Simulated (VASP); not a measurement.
Crystal: Te.

```
Te
1.0
     2.35113    1.35743    1.72412
    -2.35113    1.35743    1.72412
     0.00000   -2.71485    1.72412
Te
1
Direct
  0.50000 0.50000 0.50000
```

Base run:

- Program: VASP 6.6.1
- Functional: r2SCAN
- Potentials or basis: VASP PAW PBE potentials, release 64 (Te)
- Cutoff: 520 eV
- k mesh: 9 × 9 × 9
- Occupations: fermi-dirac, width 0.05 eV
- Spin: no spin polarisation

Its results: band gap on the k mesh zero (band 3 reaches 8.53 eV, above the bottom of band 4 at 3.66 eV); pressure -1.1 GPa.

Problem. The run is repeated on the same cell with these changes: functional from r2SCAN to LDA; potentials or basis from VASP PAW PBE potentials, release 64 (Te) to VASP PAW LDA potentials, release 64 (Te). What comes out?

Solution. Band gap on the k mesh zero (band 3 reaches 8.36 eV, above the bottom of band 4 at 3.85 eV); pressure -3.9 GPa.

Caveats: spin-orbit coupling is left out, which moves the levels of the heavy elements; the PAW data sets were made with another functional, which shifts forces and pressure a little (some runs).
